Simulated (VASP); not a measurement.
# H in VASP: further runs, part 2 of 2

VASP 6.6.1. The steps go on from the part before.

## (4) Single point, PBEsol (one atom moved)

File INCAR:

```
SYSTEM = H
ALGO = Normal ; EDIFF = 1E-7
ENCUT = 520 ; GGA = PS
ISIF = 2 ; ISMEAR = 0
LASPH = .TRUE. ; LCHARG = .FALSE.
LREAL = .FALSE. ; LWAVE = .FALSE.
NBANDS = 8 ; NELM = 60
PREC = Accurate ; SIGMA = 0.02
```

File KPOINTS:

```
k-points
0
G
  10 10 10
  0 0 0
```

File POSCAR:

```
H
1.0
   -1.6915344700      1.6915344700      2.0584739900
    1.6915344700     -1.6915344700      2.0584739900
    1.6915344700      1.6915344700     -2.0584739900
H
2
Direct
    0.9098622900      0.9098622900      0.0000000000
    0.1056565581      0.0993900585      0.0049895525
```

Potentials or basis: VASP PAW PBE potentials, release 64 (H).

On the command line:

```sh
> cat potpaw_PBE.64/H/POTCAR > POTCAR
> mpirun -np 1 vasp_std > vasp.out
```

OUTCAR:

```text
SYSTEM = H
   EDIFF = 1E-7
   ENCUT = 520
   GGA = PS
   ISIF = 2
   ISMEAR = 0
   LASPH = .TRUE.
   LREAL = .FALSE.
   NELM = 60
   PREC = Accurate

 ion  position               nearest neighbor table
   1  0.910  0.910  0.000-   2 0.78
   2  0.106  0.099  0.005-   1 0.78

  LATTYP: Found a body centered tetragonal cell.
 ALAT       =     3.3830689400
 C/A-ratio  =     1.2169270130

  Lattice vectors:

 A1 = (  -1.6915344700,   1.6915344700,   2.0584739900)
 A2 = (   1.6915344700,  -1.6915344700,   2.0584739900)
 A3 = (   1.6915344700,   1.6915344700,  -2.0584739900)

Analysis of symmetry for initial positions (statically):
=====================================================================
 Subroutine PRICEL returns:
 Original cell was already a primitive cell.

 Routine SETGRP: Setting up the symmetry group for a
 body centered tetragonal supercell.

 Subroutine GETGRP returns: Found  2 space group operations
 (whereof  1 operations were pure point group operations)
 out of a pool of 16 trial point group operations.

The static configuration has the point symmetry C_1 .
 The point group associated with its full space group is S_2 .

Analysis of symmetry for dynamics (positions and initial velocities):
=====================================================================
 Subroutine PRICEL returns:
 Original cell was already a primitive cell.

 Routine SETGRP: Setting up the symmetry group for a
 body centered tetragonal supercell.

 Subroutine GETGRP returns: Found  2 space group operations
 (whereof  1 operations were pure point group operations)
 out of a pool of 16 trial point group operations.

The dynamic configuration has the point symmetry C_1 .
 The point group associated with its full space group is S_2 .

 Subroutine INISYM returns: Found  2 space group operations
 (whereof  1 operations are pure point group operations),
 and found     1 'primitive' translations

[... 111 lines left out ...]
   IALGO  =     38    algorithm
   IMIX   =      4    mixing-type and parameters
     AMIX     =   0.40;   BMIX     =  1.00
     AMIX_MAG =   1.60;   BMIX_MAG =  1.00
  volume/ion in A,a.u.               =      11.78        79.49
  Fermi-wavevector in a.u.,A,eV,Ry     =   0.719497  1.359653  7.043413  0.517676
  Thomas-Fermi vector in A             =   1.808708
   LORBIT       =      0    0 simple, 1 ext, 2 COOP (PROOUT), +10 PAW based schemes
   GGA     = PS    functional components
   LHFCALC =     F    Hartree Fock is set to
   AEXX    =    0.0000 exact exchange contribution
   IVDW    =     0    specifies the selected vdW correction
   LEPSILON=     F    determine dielectric tensor
   LRPA    =     F    only Hartree local field effects (RPA)
 non-spin polarized calculation
 Gauss-broadening in eV      SIGMA  =   0.02
  energy-cutoff  :      520.00
  volume of cell :       23.56
 maximum number of plane-waves:       646
   NGX = 11   NGY = 11   NGZ = 11

 number of electron       2.0000000 magnetization

 Free energy of the ion-electron system (eV)
  ---------------------------------------------------
  ext. energy  EPLUGINS =         0.00000000
  ---------------------------------------------------
  free energy    TOTEN  =        -6.51749004 eV

  energy without entropy =       -6.51749004  energy(sigma->0) =       -6.51749004

 E-fermi :  -7.5451     XC(G=0):  -5.4701

 val. band max:       -7.7106934776   @ k =   0.5000   0.5000   0.5000
 cond. band min:       0.5209582079   @ k =   0.5000   0.0000   0.0000
 fundamental gap:      8.2316516854
 Fermi energy:        -7.5451166055

 k-point     1 :       0.0000    0.0000    0.0000
  band No.  band energies     occupation
      1     -10.2842      2.00000
      2       5.7104      0.00000
      3       8.5314      0.00000
      4      15.3793      0.00000
      5      15.3802      0.00000
      6      17.3104      0.00000
      7      17.3109      0.00000
      8      18.9007      0.00000
[... 243 lines left out ...]
 k-point    24 :       0.1000    0.1000   -0.2000
  band No.  band energies     occupation
      1      -9.9319      2.00000
      2       4.0207      0.00000
      3       9.7422      0.00000
      4      11.9682      0.00000
      5      14.0048      0.00000
      6      17.4656      0.00000
      7      17.5385      0.00000
      8      18.8545      0.00000

 [... further k-points ...]
[... 5 lines left out ...]
  --------------------------------------------------------------------------------------
  -------------------------------------------------------------------------------------
  Total       -0.0104163     -0.0108374     -0.5668730      0.0000349     -0.0147358      0.0016697
  in kB       -0.7083674     -0.7369997    -38.5504370      0.0023726     -1.0021123      0.1135478
  external PRESSURE =     -13.3319347 kB  Pullay stress =       0.0000000 kB

 VOLUME and BASIS-vectors are now :
 -----------------------------------------------------------------------------
  energy-cutoff  :      520.00
  volume of cell :       23.56
      direct lattice vectors                 reciprocal lattice vectors
    -1.691534470  1.691534470  2.058473990     0.000000000  0.295589602  0.242898381
     1.691534470 -1.691534470  2.058473990     0.295589602  0.000000000  0.242898381
     1.691534470  1.691534470 -2.058473990     0.295589602  0.295589602  0.000000000

 POSITION                                       TOTAL-FORCE (eV/Angst)
 -----------------------------------------------------------------------------------
      0.00000      0.00000      3.74586        -0.002099      0.018520      0.716890
     -0.00216      0.01904      0.41181         0.002099     -0.018520     -0.716890
 -----------------------------------------------------------------------------------
    total drift:                                0.000000     -0.000002      0.000003

  FREE ENERGIE OF THE ION-ELECTRON SYSTEM (eV)
  ---------------------------------------------------
  free  energy   TOTEN  =        -6.5174900440 eV

  energy  without entropy=       -6.5174900440  energy(sigma->0) =       -6.51749004
```

stdout:

```text
POSCAR found type information on POSCAR H
 POSCAR found :  1 types and       2 ions
 scaLAPACK will be used
 -----------------------------------------------------------------------------
|                                                                             |
|                                                                             |
|     You enforced a specific xc type in the INCAR file but a different       |
|     I HOPE YOU KNOW WHAT YOU ARE DOING!                                     |
|                                                                             |
 -----------------------------------------------------------------------------

 LDA part: xc-table for (Slater+PW92), standard interpolation
 POSCAR, INCAR and KPOINTS ok, starting setup
 FFT: planning ... GRIDC
 FFT: planning ... GRID_SOFT
 FFT: planning ... GRID
 WAVECAR not read
 entering main loop
```

Wall time 74 s (1 thread of Intel Xeon Platinum 8375C at 2.90GHz (Ice Lake), shared host); peak memory 0.18 GiB.

What came out:

| Item | Value |
| --- | --- |
| Free energy | -6.5175 eV |
| Pressure | -1.3 GPa |
| Largest force | 0.717 eV/Å |
| Band gap on the k mesh | 8.23 eV, indirect (least direct gap 9.11 eV) |

Forces on the atoms (eV/Å):
```
H   -0.002  0.019  0.717
H    0.002 -0.019 -0.717
```

Stress tensor (GPa, compression positive):
```
-0.07  0.00  0.01
 0.00 -0.07 -0.10
 0.01 -0.10 -3.86
```

Caveat: the cell differs from its parent crystal (one atom moved); the PAW data sets were made with another functional, which shifts forces and pressure a little. A k mesh can miss the band edges.

## (5) Overview

| cell | gap on the mesh (eV) | pressure (GPa) | largest force (eV/Å) |
| --- | --- | --- | --- |
| a = 3.110 Å, angles 114.2, 114.2, 100.3°, 2 atoms | 3.62 | -12.9 | 4.33 |
| a = 3.242 Å, angles 116.1, 116.1, 96.9°, 2 atoms | 9.95 | 7.1 | 5.27 |
| a = 3.156 Å, angles 115.2, 115.2, 98.6°, 2 atoms | 8.23 | -1.3 | 0.72 |

Alike in all rows: task single point; level PBEsol; potentials or basis VASP PAW PBE potentials, release 64 (H); no spin polarisation; k mesh 10 × 10 × 10; cutoff (eV) 520; smearing gaussian 0.02 eV.

Caveats: the PAW data sets were made with another functional, which shifts forces and pressure a little.

Absolute energies hang on the potentials; compare differences alone.
